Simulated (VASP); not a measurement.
# Ru (Fm-3m) in VASP: single point with PBE-based screened hybrid with 25 % exact exchange

Aim: the single point of Ru with PBE-based screened hybrid with 25 % exact exchange.

Program: VASP 6.6.1. These are calculated values, not measurements. Logs are shortened: lines on timing, memory, paths and dates and some standing lists are left out, and cuts for length are marked.

## Step 1: The cell of the first run

The structure is cubic, space group Fm-3m (No. 225). The conventional cell has a = 3.830 Å, b = 3.830 Å, c = 3.830 Å, α = 90.00°, β = 90.00°, γ = 90.00°. Ru (site symmetry m-3m) has 12 Ru at 2.71 Å within 3.6 Å.

This isn't the form of Ru at room conditions, which is hcp.

## Step 2: Single point, PBE-based screened hybrid with 25 % exact exchange

The input, POSCAR:

```
Ru
1.0
    0.0000000000      1.9150000000      1.9150000000
    1.9150000000      0.0000000000      1.9150000000
    1.9150000000      1.9150000000      0.0000000000
Ru
1
Direct
    0.0000000000      0.0000000000      0.0000000000
```

The input, INCAR.step1:

```
  ALGO = Normal
  EDIFF = 1E-5
  ENCUT = 520
  GGA = PE
  ISIF = 2
  ISMEAR = 1
  LASPH = True
  LREAL = False
  LWAVE = True
  NBANDS = 13
  NELM = 60
  PREC = Accurate
  SIGMA = 0.01
```

The input, INCAR.step2:

```
  AEXX = 0.25
  ALGO = Normal
  EDIFF = 1E-7
  ENCUT = 520
  GGA = PE
  HFSCREEN = 0.3
  ISIF = 2
  ISMEAR = 1
  ISTART = 1
  LASPH = True
  LCHARG = True
  LELF = True
  LHFCALC = True
  LREAL = False
  LVHAR = True
  LWAVE = False
  NBANDS = 13
  NELM = 60
  PREC = Accurate
  PRECFOCK = Normal
  SIGMA = 0.01
```

The input, KPOINTS:

```
k-points
0
Gamma
  8 8 8
```

Potentials or basis: VASP PAW PBE potentials, release 64 (Ru_pv).

Launch:

```console
$ cat potpaw_PBE.64/Ru_pv/POTCAR > POTCAR
$ cp INCAR.step1 INCAR
$ mpirun -np 1 vasp_std > vasp.out
$ cp INCAR.step2 INCAR
$ mpirun -np 1 vasp_std > vasp.out
```

OUTCAR:

```text
AEXX = 0.25
   EDIFF = 1E-7
   ENCUT = 520
   GGA = PE
   HFSCREEN = 0.3
   ISIF = 2
   ISMEAR = 1
   ISTART = 1
   LASPH = True
   LHFCALC = True
   LREAL = False
   NELM = 60
   PREC = Accurate
   PRECFOCK = Normal

 ion  position               nearest neighbor table
   1  0.000  0.000  0.000-

  LATTYP: Found a face centered cubic cell.
 ALAT       =     3.8300000000

  Lattice vectors:

 A1 = (   0.0000000000,   1.9150000000,   1.9150000000)
 A2 = (   1.9150000000,   0.0000000000,   1.9150000000)
 A3 = (   1.9150000000,   1.9150000000,   0.0000000000)

Analysis of symmetry for initial positions (statically):
=====================================================================
 Subroutine PRICEL returns:
 Original cell was already a primitive cell.

 Routine SETGRP: Setting up the symmetry group for a
 face centered cubic supercell.

 Subroutine GETGRP returns: Found 48 space group operations
 (whereof 48 operations were pure point group operations)
 out of a pool of 48 trial point group operations.

The static configuration has the point symmetry O_h .

Analysis of symmetry for dynamics (positions and initial velocities):
=====================================================================
 Subroutine PRICEL returns:
 Original cell was already a primitive cell.

 Routine SETGRP: Setting up the symmetry group for a
 face centered cubic supercell.

 Subroutine GETGRP returns: Found 48 space group operations
 (whereof 48 operations were pure point group operations)
 out of a pool of 48 trial point group operations.

The dynamic configuration has the point symmetry O_h .

 Subroutine INISYM returns: Found 48 space group operations
 (whereof 48 operations are pure point group operations),
 and found     1 'primitive' translations

----------------------------------------------------------------------------------------

                                     Primitive cell

  volume of cell :      14.0455

  direct lattice vectors                    reciprocal lattice vectors
     0.000000000  1.915000000  1.915000000    -0.261096606  0.261096606  0.261096606
     1.915000000  0.000000000  1.915000000     0.261096606 -0.261096606  0.261096606
     1.915000000  1.915000000  0.000000000     0.261096606  0.261096606 -0.261096606

  length of vectors
     2.708218972  2.708218972  2.708218972     0.452232587  0.452232587  0.452232587

  position of ions in fractional coordinates (direct lattice)
     0.000000000  0.000000000  0.000000000

  ion indices of the primitive-cell ions
   primitive index   ion index
                 1           1

----------------------------------------------------------------------------------------

 KPOINTS: k-points

Automatic generation of k-mesh.
 Grid dimensions read from file:
 generate k-points for:    8    8    8

 Generating k-lattice:

  Cartesian coordinates                     Fractional coordinates (reciprocal lattice)
    -0.032637076  0.032637076  0.032637076     0.125000000  0.000000000  0.000000000
     0.032637076 -0.032637076  0.032637076     0.000000000  0.125000000  0.000000000
     0.032637076  0.032637076 -0.032637076     0.000000000  0.000000000  0.125000000

  Length of vectors
     0.056529073  0.056529073  0.056529073

  Shift w.r.t. Gamma in fractional coordinates (k-lattice)
     0.000000000  0.000000000  0.000000000

 Subroutine IBZKPT returns following result:
 ===========================================

 Found     29 irreducible k-points:

 Following reciprocal coordinates:
            Coordinates               Weight
  0.000000  0.000000  0.000000      1.000000
  0.125000  0.000000  0.000000      8.000000
  0.250000  0.000000  0.000000      8.000000
  0.375000  0.000000  0.000000      8.000000
  0.500000  0.000000  0.000000      4.000000
  0.125000  0.125000  0.000000      6.000000
[... 16 lines left out ...]
  0.500000  0.250000  0.125000     48.000000
 -0.375000  0.250000  0.125000     24.000000
 [... further k-points ...]
   k-points           NKPTS =     29   k-points in BZ     NKDIM =    512   number of bands    NBANDS=     13
   number of dos      NEDOS =    301   number of ions     NIONS =      1
   total plane-waves  NPLWV =   8000
   dimension x,y,z NGX =    20 NGY =   20 NGZ =   20
   dimension x,y,z NGXF=    40 NGYF=   40 NGZF=   40
   ions per type =               1
   NGX,Y,Z   is equivalent  to a cutoff of  12.28, 12.28, 12.28 a.u.
   NGXF,Y,Z  is equivalent  to a cutoff of  24.55, 24.55, 24.55 a.u.
 SYSTEM =  unknown system
   PREC   = accura    normal or accurate (medium, high low for compatibility)
   ISTART =      1    job   : 0-new  1-cont  2-samecut
   ICHARG =      0    charge: 1-file 2-atom 10-const
   ISPIN  =      1    spin polarized calculation?
   LNONCOLLINEAR =      F non collinear calculations
   LSORBIT =      F    spin-orbit coupling
   LASPH  =      T    aspherical Exc in radial PAW
   ENCUT  =  520.0 eV  38.22 Ry    6.18 a.u.   5.04  5.04  5.04*2*pi/ulx,y,z
   NELM   =     60;   NELMIN=  2; NELMDL=  0     # of ELM steps
   EDIFF  = 0.1E-06   stopping-criterion for ELM
   LREAL  =      F    real-space projection
   EDIFFG = 0.1E-05   stopping-criterion for IOM
   NSW    =      0    number of steps for IOM
   IBRION =     -1    ionic relax: 0-MD 1-quasi-New 2-CG
   NFREE  =      0    steps in history (QN), initial steepest desc. (CG)
   ISIF   =      2    stress and relaxation
   ISYM   =      3    0-nonsym 1-usesym 2-fastsym
   POTIM  = 0.5000    time-step for ionic-motion
   TEBEG  =    0.0;   TEEND  =   0.0 temperature during run
   PSTRESS=    0.0 pullay stress
   NELECT =      14.0000    total number of electrons
   NUPDOWN=      -1.0000    fix difference up-down
   EMIN   =  10.00;   EMAX   =-10.00  energy-range for DOS
   EFERMI =   0.00;   METHOD = LEGACY
   ISMEAR =     1;   SIGMA  =   0.01  broadening in eV -4-tet -1-fermi 0-gaus
   EFERMI_NEDOS =   21; number of points for ismear=-14 and -15
   IALGO  =     38    algorithm
   IMIX   =      1    mixing-type and parameters
     AMIX     =   0.40;   BMIX     =  1.00
     AMIX_MAG =   1.60;   BMIX_MAG =  1.00
  volume/ion in A,a.u.               =      14.05        94.78
  Fermi-wavevector in a.u.,A,eV,Ry     =   1.635330  3.090326 36.386117  2.674304
  Thomas-Fermi vector in A             =   2.726821
   LORBIT       =      0    0 simple, 1 ext, 2 COOP (PROOUT), +10 PAW based schemes
   GGA     = PE    functional components
   LHFCALC =     T    Hartree Fock is set to
   PRECFOCK=normal    Normal, Fast or Accurate (Low or Medium for compatibility)
   ENCUT4O =  -1.0   cutoff for four orbital integrals eV
   NKREDX  =     1    reduce k-point grid by
   NKREDY  =     1    reduce k-point grid by
   NKREDZ  =     1    reduce k-point grid by
   AEXX    =    0.2500 exact exchange contribution
   HFSCREEN=    0.3000 screening length (either q_TF or 0.3 A-1)
   HFSCREENC=   0.3000 screening length for correlation (either q_TF or 0.3 A-1)
   ENCUTFOCK=  -1.0 apply spherical cutoff to Coloumb kernel
   IVDW    =     0    specifies the selected vdW correction
   LEPSILON=     F    determine dielectric tensor
   LRPA    =     F    only Hartree local field effects (RPA)
 non-spin polarized calculation
 Methfessel and Paxton  Order N= 1 SIGMA  =   0.01
  energy-cutoff  :      520.00
  volume of cell :       14.05
 maximum number of plane-waves:       391
  NGX = 16; NGY = 16; NGZ = 16

 number of electron      13.9999998 magnetization

 Free energy of the ion-electron system (eV)
  ---------------------------------------------------
  ext. energy  EPLUGINS =         0.00000000
  ---------------------------------------------------
  free energy    TOTEN  =       -10.37017819 eV

  energy without entropy =      -10.37009688  energy(sigma->0) =      -10.37015109

 E-fermi :  11.5885     XC(G=0): -11.4659

 val. band max:       11.5835127026   @ k =  -0.3750   0.3750   0.1250
 cond. band min:      11.6140103419   @ k =   0.0000   0.0000   0.0000
 fundamental gap:      0.0304976392
 Fermi energy:        11.5884869644

 k-point     1 :       0.0000    0.0000    0.0000
  band No.  band energies     occupation
      1     -33.3443      2.00000
      2     -33.3443      2.00000
      3     -33.3443      2.00000
      4       3.4122      2.00000
      5       8.9842      2.00000
      6       8.9842      2.00000
      7       8.9842      2.00000
      8      11.6140     -0.00183
      9      11.6140     -0.00182
     10      26.1836      0.00000
     11      27.8805      0.00000
     12      33.6598      0.00000
     13      33.6598      0.00000

 k-point     2 :       0.1250    0.0000    0.0000
  band No.  band energies     occupation
      1     -33.5165      2.00000
      2     -33.3669      2.00000
      3     -33.3669      2.00000
      4       4.0968      2.00000
      5       8.6884      2.00000
      6       9.2584      2.00000
      7       9.2584      2.00000
      8      11.4813      2.00000
      9      11.4813      2.00000
     10      26.1835      0.00000
     11      28.9074      0.00000
     12      31.2200      0.00000
     13      34.7167      0.00000

 k-point     3 :       0.2500    0.0000    0.0000
  band No.  band energies     occupation
      1     -33.9205      2.00000
      2     -33.4206      2.00000
      3     -33.4206      2.00000
      4       5.3683      2.00000
      5       8.8034      2.00000
      6       9.4095      2.00000
      7       9.4095      2.00000
      8      11.8599      0.00000
      9      11.8599      0.00000
     10      26.1832      0.00000
     11      27.8955      0.00000
     12      30.1566      0.00000
     13      37.3861      0.00000
[... 305 lines left out ...]
 k-point    23 :       0.5000    0.2500    0.1250
  band No.  band energies     occupation
      1     -34.2236      2.00000
      2     -33.7534      2.00000
      3     -33.5554      2.00000
      4       6.7306      2.00000
      5       7.8759      2.00000
      6       8.6210      2.00000
      7      10.6548      2.00000
      8      12.7922      0.00000
      9      16.4388      0.00000
     10      25.0957      0.00000
     11      26.1870      0.00000
     12      29.1548      0.00000
     13      30.6684      0.00000

 k-point    24 :      -0.3750    0.2500    0.1250
  band No.  band energies     occupation
      1     -34.3124      2.00000
      2     -33.7916      2.00000
      3     -33.5900      2.00000
      4       6.6589      2.00000
      5       7.5656      2.00000
      6       9.4879      2.00000
      7      10.2826      2.00000
      8      13.5005      0.00000
      9      18.6379      0.00000
     10      22.0756      0.00000
     11      26.1855      0.00000
     12      29.0368      0.00000
     13      30.1705      0.00000

 [... further k-points ...]
[... 5 lines left out ...]
  --------------------------------------------------------------------------------------
  -------------------------------------------------------------------------------------
  Total       -1.5040627     -1.5040627     -1.5040627      0.0000000      0.0000000      0.0000000
  in kB     -171.5695371   -171.5695371   -171.5695371      0.0000000      0.0000000      0.0000000
  external PRESSURE =    -171.5695371 kB  Pullay stress =       0.0000000 kB

 VOLUME and BASIS-vectors are now :
 -----------------------------------------------------------------------------
  energy-cutoff  :      520.00
  volume of cell :       14.05
      direct lattice vectors                 reciprocal lattice vectors
     0.000000000  1.915000000  1.915000000    -0.261096606  0.261096606  0.261096606
     1.915000000  0.000000000  1.915000000     0.261096606 -0.261096606  0.261096606
     1.915000000  1.915000000  0.000000000     0.261096606  0.261096606 -0.261096606

 POSITION                                       TOTAL-FORCE (eV/Angst)
 -----------------------------------------------------------------------------------
      0.00000      0.00000      0.00000        -0.000000      0.000000     -0.000000
 -----------------------------------------------------------------------------------
    total drift:                               -0.000002     -0.000002     -0.000002

  FREE ENERGIE OF THE ION-ELECTRON SYSTEM (eV)
  ---------------------------------------------------
  free  energy   TOTEN  =       -10.3701781923 eV

  energy  without entropy=      -10.3700968824  energy(sigma->0) =      -10.37015109
```

It took 58 min on 1 thread of AMD EPYC 7R43 (Zen 3), shared host; peak memory 0.21 GiB.

Results:

```
Free energy            : -10.3702 eV
Pressure               : -17.2 GPa
Band gap on the k mesh : zero (bands 7 and 8 overlap by 3.51 eV)
```

Caveat: the cell stands under tension; the PAW data sets were made with another functional, which shifts forces and pressure a little.

The gap in the log of VASP goes by the Fermi energy; the results here count the filled bands.